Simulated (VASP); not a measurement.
# CuI (Marshite) (F-43m) in VASP: notebook

CuI (Marshite) is run at these levels: PBE; tasks: single point.

All numbers are computed with VASP 6.6.1; they aren't measurements. Logs are shortened: lines on timing, memory, paths and dates and some standing lists are left out, and cuts for length are marked.

## Step 1: The cell of the first run

It takes space group F-43m (No. 216, cubic). The conventional cell has a = 6.063 Å, b = 6.063 Å, c = 6.063 Å, α = 90.00°, β = 90.00°, γ = 90.00°. Within 3.5 Å of I (site symmetry -43m) lie 4 Cu at 2.63 Å. Cu (site symmetry -43m) has 4 I at 2.63 Å within 3.5 Å.

## Step 2: Single point, PBE

Contents of INCAR:

```
SYSTEM = CuI
ALGO = Normal
EDIFF = 1E-6
ENCUT = 520
GGA = PE
ISIF = 2
ISMEAR = 0
LASPH = .TRUE.
LCHARG = .TRUE.
LELF = .TRUE.
LREAL = .FALSE.
LVHAR = .TRUE.
LWAVE = .FALSE.
NBANDS = 16
NELM = 60
PREC = Accurate
SIGMA = 0.014
```

Contents of KPOINTS:

```
k-points
0
G
  8 8 8
  0 0 0
```

Contents of POSCAR:

```
CuI
1.0
    0.0000000000      3.0315000000      3.0315000000
    3.0315000000      0.0000000000      3.0315000000
    3.0315000000      3.0315000000      0.0000000000
I Cu
1 1
Direct
    0.0000000000      0.0000000000      0.0000000000
    0.7500000000      0.7500000000      0.7500000000
```

Potentials or basis: VASP PAW PBE potentials, release 64 (I, Cu).

Command:

```console
$ cat potpaw_PBE.64/I/POTCAR potpaw_PBE.64/Cu/POTCAR > POTCAR
$ mpirun -np 1 vasp_std > vasp.out
```

OUTCAR:

```text
SYSTEM = CuI
   EDIFF = 1E-6
   ENCUT = 520
   GGA = PE
   ISIF = 2
   ISMEAR = 0
   LASPH = .TRUE.
   LREAL = .FALSE.
   NELM = 60
   PREC = Accurate

 ion  position               nearest neighbor table
   1  0.000  0.000  0.000-   2 2.63   2 2.63   2 2.63   2 2.63
   2  0.750  0.750  0.750-   1 2.63   1 2.63   1 2.63   1 2.63

  LATTYP: Found a face centered cubic cell.
 ALAT       =     6.0630000000

  Lattice vectors:

 A1 = (   0.0000000000,   3.0315000000,   3.0315000000)
 A2 = (   3.0315000000,   0.0000000000,   3.0315000000)
 A3 = (   3.0315000000,   3.0315000000,   0.0000000000)

Analysis of symmetry for initial positions (statically):
=====================================================================
 Subroutine PRICEL returns:
 Original cell was already a primitive cell.

 Routine SETGRP: Setting up the symmetry group for a
 face centered cubic supercell.

 Subroutine GETGRP returns: Found 24 space group operations
 (whereof 24 operations were pure point group operations)
 out of a pool of 48 trial point group operations.

The static configuration has the point symmetry T_d .

Analysis of symmetry for dynamics (positions and initial velocities):
=====================================================================
 Subroutine PRICEL returns:
 Original cell was already a primitive cell.

 Routine SETGRP: Setting up the symmetry group for a
 face centered cubic supercell.

 Subroutine GETGRP returns: Found 24 space group operations
 (whereof 24 operations were pure point group operations)
 out of a pool of 48 trial point group operations.

The dynamic configuration has the point symmetry T_d .

 Subroutine INISYM returns: Found 24 space group operations
 (whereof 24 operations are pure point group operations),
 and found     1 'primitive' translations

----------------------------------------------------------------------------------------

                                     Primitive cell

  volume of cell :      55.7189

  direct lattice vectors                    reciprocal lattice vectors
     0.000000000  3.031500000  3.031500000    -0.164934851  0.164934851  0.164934851
     3.031500000  0.000000000  3.031500000     0.164934851 -0.164934851  0.164934851
     3.031500000  3.031500000  0.000000000     0.164934851  0.164934851 -0.164934851

  length of vectors
     4.287188414  4.287188414  4.287188414     0.285675541  0.285675541  0.285675541

  position of ions in fractional coordinates (direct lattice)
     0.000000000  0.000000000  0.000000000
     0.750000000  0.750000000  0.750000000

  ion indices of the primitive-cell ions
   primitive index   ion index
                 1           1
                 2           2

----------------------------------------------------------------------------------------

 KPOINTS: k-points

Automatic generation of k-mesh.
 Grid dimensions read from file:
 generate k-points for:    8    8    8

 Generating k-lattice:

  Cartesian coordinates                     Fractional coordinates (reciprocal lattice)
    -0.020616856  0.020616856  0.020616856     0.125000000  0.000000000  0.000000000
     0.020616856 -0.020616856  0.020616856     0.000000000  0.125000000  0.000000000
     0.020616856  0.020616856 -0.020616856     0.000000000  0.000000000  0.125000000

  Length of vectors
     0.035709443  0.035709443  0.035709443

  Shift w.r.t. Gamma in fractional coordinates (k-lattice)
     0.000000000  0.000000000  0.000000000

 Subroutine IBZKPT returns following result:
 ===========================================

 Found     29 irreducible k-points:

 Following reciprocal coordinates:
            Coordinates               Weight
  0.000000  0.000000  0.000000      1.000000
  0.125000  0.000000  0.000000      8.000000
  0.250000  0.000000  0.000000      8.000000
  0.375000  0.000000  0.000000      8.000000
  0.500000  0.000000  0.000000      4.000000
  0.125000  0.125000  0.000000      6.000000
[... 16 lines left out ...]
  0.500000  0.250000  0.125000     48.000000
 -0.375000  0.250000  0.125000     24.000000
 [... further k-points ...]
   k-points           NKPTS =     29   k-points in BZ     NKDIM =     29   number of bands    NBANDS=     16
   number of dos      NEDOS =    301   number of ions     NIONS =      2
   total plane-waves  NPLWV =  32768
   dimension x,y,z NGX =    32 NGY =   32 NGZ =   32
   dimension x,y,z NGXF=    64 NGYF=   64 NGZF=   64
   ions per type =               1   1
   NGX,Y,Z   is equivalent  to a cutoff of  12.41, 12.41, 12.41 a.u.
   NGXF,Y,Z  is equivalent  to a cutoff of  24.82, 24.82, 24.82 a.u.
 SYSTEM =  CuI
   PREC   = accura    normal or accurate (medium, high low for compatibility)
   ISTART =      0    job   : 0-new  1-cont  2-samecut
   ICHARG =      2    charge: 1-file 2-atom 10-const
   ISPIN  =      1    spin polarized calculation?
   LNONCOLLINEAR =      F non collinear calculations
   LSORBIT =      F    spin-orbit coupling
   LASPH  =      T    aspherical Exc in radial PAW
   ENCUT  =  520.0 eV  38.22 Ry    6.18 a.u.   7.97  7.97  7.97*2*pi/ulx,y,z
   NELM   =     60;   NELMIN=  2; NELMDL= -5     # of ELM steps
   EDIFF  = 0.1E-05   stopping-criterion for ELM
   LREAL  =      F    real-space projection
   EDIFFG = 0.1E-04   stopping-criterion for IOM
   NSW    =      0    number of steps for IOM
   IBRION =     -1    ionic relax: 0-MD 1-quasi-New 2-CG
   NFREE  =      0    steps in history (QN), initial steepest desc. (CG)
   ISIF   =      2    stress and relaxation
   ISYM   =      2    0-nonsym 1-usesym 2-fastsym
   POTIM  = 0.5000    time-step for ionic-motion
   TEBEG  =    0.0;   TEEND  =   0.0 temperature during run
   PSTRESS=    0.0 pullay stress
   NELECT =      18.0000    total number of electrons
   NUPDOWN=      -1.0000    fix difference up-down
   EMIN   =  10.00;   EMAX   =-10.00  energy-range for DOS
   EFERMI =   0.00;   METHOD = LEGACY
   ISMEAR =     0;   SIGMA  =   0.01  broadening in eV -4-tet -1-fermi 0-gaus
   EFERMI_NEDOS =   21; number of points for ismear=-14 and -15
   IALGO  =     38    algorithm
   IMIX   =      4    mixing-type and parameters
     AMIX     =   0.40;   BMIX     =  1.00
     AMIX_MAG =   1.60;   BMIX_MAG =  1.00
  volume/ion in A,a.u.               =      27.86       188.00
[... 37 lines left out ...]
      3       0.7908      2.00000
      4       0.7908      2.00000
      5       2.5760      2.00000
      6       2.5760      2.00000
[... 8 lines left out ...]
     15      14.0077      0.00000
     16      14.0077      0.00000

 k-point     2 :       0.1250    0.0000    0.0000
  band No.  band energies     occupation
      1      -9.5066      2.00000
      2       0.4955      2.00000
      3       0.7965      2.00000
      4       0.7965      2.00000
      5       2.5699      2.00000
      6       2.5699      2.00000
[... 8 lines left out ...]
     15      13.3519      0.00000
     16      13.3637      0.00000

 k-point     3 :       0.2500    0.0000    0.0000
  band No.  band energies     occupation
      1      -9.3212      2.00000
      2      -0.2042      2.00000
      3       0.8072      2.00000
      4       0.8072      2.00000
      5       2.5669      2.00000
      6       2.5669      2.00000
[... 8 lines left out ...]
     15      13.1509      0.00000
     16      13.3521      0.00000

 k-point     4 :       0.3750    0.0000    0.0000
  band No.  band energies     occupation
      1      -9.1179      2.00000
      2      -0.8780      2.00000
      3       0.8130      2.00000
      4       0.8130      2.00000
      5       2.5864      2.00000
      6       2.5864      2.00000
[... 8 lines left out ...]
     15      14.0654      0.00000
     16      14.0654      0.00000

 k-point     5 :       0.5000    0.0000    0.0000
  band No.  band energies     occupation
      1      -9.0274      2.00000
      2      -1.1508      2.00000
      3       0.8138      2.00000
      4       0.8138      2.00000
      5       2.6038      2.00000
      6       2.6038      2.00000
[... 8 lines left out ...]
     15      15.3007      0.00000
     16      15.3007      0.00000

 k-point     6 :       0.1250    0.1250    0.0000
  band No.  band energies     occupation
      1      -9.4825      2.00000
      2       0.4585      2.00000
      3       0.7743      2.00000
      4       0.7743      2.00000
      5       2.5445      2.00000
      6       2.5886      2.00000
[... 8 lines left out ...]
     15      13.7809      0.00000
     16      14.1620      0.00000

 k-point     7 :       0.2500    0.1250    0.0000
  band No.  band energies     occupation
      1      -9.3342      2.00000
      2      -0.0426      2.00000
      3       0.7570      2.00000
      4       0.7668      2.00000
      5       2.5226      2.00000
      6       2.5979      2.00000
[... 8 lines left out ...]
     15      14.0298      0.00000
     16      14.5376      0.00000

 k-point     8 :       0.3750    0.1250    0.0000
  band No.  band energies     occupation
      1      -9.1343      2.00000
      2      -0.6621      2.00000
      3       0.6926      2.00000
      4       0.7749      2.00000
      5       2.5359      2.00000
      6       2.6096      2.00000
[... 8 lines left out ...]
     15      14.2255      0.00000
     16      14.6498      0.00000

 k-point     9 :       0.5000    0.1250    0.0000
  band No.  band energies     occupation
      1      -9.0021      2.00000
      2      -1.0317      2.00000
      3       0.6097      2.00000
      4       0.7958      2.00000
      5       2.5607      2.00000
      6       2.6068      2.00000
[... 8 lines left out ...]
     15      14.8869      0.00000
     16      15.3209      0.00000
[... 172 lines left out ...]
 k-point    19 :       0.5000    0.3750    0.0000
  band No.  band energies     occupation
      1      -8.8700      2.00000
      2      -1.0015      2.00000
      3       0.4848      2.00000
      4       0.7032      2.00000
      5       2.4992      2.00000
      6       2.6423      2.00000
[... 8 lines left out ...]
     15      15.6582      0.00000
     16      16.6182      0.00000

 k-point    20 :      -0.3750    0.3750    0.0000
  band No.  band energies     occupation
      1      -8.8542      2.00000
      2      -0.8281      2.00000
      3       0.0347      2.00000
      4       0.7431      2.00000
      5       2.4511      2.00000
      6       2.6013      2.00000
[... 8 lines left out ...]
     15      14.4282      0.00000
     16      17.7307      0.00000

 k-point    21 :       0.5000    0.5000    0.0000
  band No.  band energies     occupation
      1      -8.8403      2.00000
      2      -1.1358      2.00000
      3       0.6829      2.00000
      4       0.6829      2.00000
      5       2.5517      2.00000
      6       2.6336      2.00000
[... 8 lines left out ...]
     15      15.7010      0.00000
     16      16.4509      0.00000

 k-point    22 :       0.3750    0.2500    0.1250
  band No.  band energies     occupation
      1      -9.1774      2.00000
      2      -0.4052      2.00000
      3       0.5748      2.00000
      4       0.7920      2.00000
      5       2.5070      2.00000
      6       2.6129      2.00000
[... 8 lines left out ...]
     15      14.7020      0.00000
     16      15.7503      0.00000

 k-point    23 :       0.5000    0.2500    0.1250
  band No.  band energies     occupation
      1      -9.0086      2.00000
      2      -0.7457      2.00000
      3       0.3507      2.00000
      4       0.7778      2.00000
      5       2.5298      2.00000
      6       2.5912      2.00000
[... 8 lines left out ...]
     15      15.0736      0.00000
     16      15.9055      0.00000

 k-point    24 :      -0.3750    0.2500    0.1250
  band No.  band energies     occupation
      1      -8.9346      2.00000
      2      -0.8906      2.00000
      3       0.2532      2.00000
      4       0.7648      2.00000
      5       2.5123      2.00000
      6       2.5873      2.00000
[... 8 lines left out ...]
     15      15.1779      0.00000
     16      15.7345      0.00000

 [... further k-points ...]

------------------------ aborting loop because EDIFF is reached ----------------------------------------

  FORCE on cell =-STRESS in cart. coord.  units (eV):
  Direction    XX          YY          ZZ          XY          YZ          ZX
  --------------------------------------------------------------------------------------
  -------------------------------------------------------------------------------------
  Total        0.2393336      0.2393336      0.2393336     -0.0000000      0.0000000     -0.0000000
  in kB        6.8819491      6.8819491      6.8819491     -0.0000000      0.0000000     -0.0000000
  external PRESSURE =       6.8819491 kB  Pullay stress =       0.0000000 kB

 VOLUME and BASIS-vectors are now :
 -----------------------------------------------------------------------------
  energy-cutoff  :      520.00
  volume of cell :       55.72
      direct lattice vectors                 reciprocal lattice vectors
     0.000000000  3.031500000  3.031500000    -0.164934851  0.164934851  0.164934851
     3.031500000  0.000000000  3.031500000     0.164934851 -0.164934851  0.164934851
     3.031500000  3.031500000  0.000000000     0.164934851  0.164934851 -0.164934851

 POSITION                                       TOTAL-FORCE (eV/Angst)
 -----------------------------------------------------------------------------------
      0.00000      0.00000      0.00000         0.000000      0.000000      0.000000
      4.54725      4.54725      4.54725        -0.000000     -0.000000     -0.000000
 -----------------------------------------------------------------------------------
    total drift:                               -0.000001     -0.000001     -0.000000

  FREE ENERGIE OF THE ION-ELECTRON SYSTEM (eV)
  ---------------------------------------------------
  free  energy   TOTEN  =        -5.5619810735 eV

  energy  without entropy=       -5.5619810735  energy(sigma->0) =       -5.56198107
```

It took 10 s on 1 thread of Intel Xeon 6975P-C (Granite Rapids), shared host; peak memory 0.18 GiB.

What came out:

```yaml
Free_energy: -5.5620 eV
Pressure: 0.7 GPa
Band_gap_on_the_k_mesh: 1.14 eV, direct
```

Levels at points of the mesh, in eV from the valence-band top:
| k point | band 6 | band 7 | band 8 | band 9 | band 10 | band 11 | band 12 | band 13 |
| --- | --- | --- | --- | --- | --- | --- | --- | --- |
| (0.00, 0.00, 0.00) | -1.85 | 0.00 | 0.00 | 0.00 | 1.14 | 4.87 | 4.87 | 4.87 |
| (0.50, 0.00, 0.00) | -1.82 | -1.78 | -0.71 | -0.71 | 2.16 | 5.41 | 5.41 | 7.41 |
| (0.50, 0.50, 0.00) | -1.79 | -1.77 | -1.50 | -1.50 | 2.72 | 2.91 | 9.19 | 9.76 |

Caveat: spin-orbit coupling is left out, which moves the levels of the heavy elements. Expect the measured gap to be larger: semilocal functionals such as PBE lack the derivative discontinuity.

(Part 1 of 2 ends here.)
